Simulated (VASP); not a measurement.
Here is a VASP 6.6.1 calculation.

File POSCAR:

```
Pt
1.0
    2.7606656158      0.0000000000      0.0000000000
   -1.3803328079      2.3908065546      0.0000000000
    0.0000000000      0.0000000000      4.4087632800
Pt
2
Direct
    0.6666666667      0.3333333333      0.7500000000
    0.3333333333      0.6666666667      0.2500000000
```

INCAR.step1

```
SYSTEM = Pt
PREC = Accurate
ENCUT = 520
ISMEAR = 0
SIGMA = 0.15
LREAL = .FALSE.
LASPH = .TRUE.
NELM = 80
NBANDS = 17
GGA = PE
ALGO = Normal
EDIFF = 1E-4
LWAVE = .TRUE.
LCHARG = .FALSE.
```

INCAR.step2

```
SYSTEM = Pt
PREC = Accurate
ENCUT = 520
EDIFF = 1E-6
ISMEAR = 0
SIGMA = 0.15
LREAL = .FALSE.
LASPH = .TRUE.
NELM = 80
ALGO = Normal
ISIF = 2
LWAVE = .FALSE.
LCHARG = .FALSE.
METAGGA = R2SCAN
LMIXTAU = .TRUE.
NBANDS = 17
ISTART = 1
```

KPOINTS

```
Automatic mesh
0
G
  18 18 10
  0 0 0
```

Potentials or basis: VASP PAW PBE potentials, release 64 (Pt).

The run is started by

```bash
$ cat potpaw_PBE.64/Pt/POTCAR > POTCAR
$ cp INCAR.step1 INCAR
$ mpirun -np 1 vasp_std > vasp.out
$ cp INCAR.step2 INCAR
$ mpirun -np 1 vasp_std > vasp.out
```

Q: Estimate the pressure.

A: 18.9 GPa.

Q: Predict the band gap on the k mesh.

A: Zero (bands 10 and 11 overlap by 1.39 eV).

Stress tensor (GPa, compression positive):
```
14.37  0.00  0.00
 0.00 14.37  0.00
 0.00  0.00 28.03
```

Caveat: the cell differs from its parent crystal (strain +0.000 along x and y, -0.080 along z); the cell stands under pressure; the PAW data sets were made with another functional, which shifts forces and pressure a little; spin-orbit coupling is left out, which moves the levels of the heavy elements.
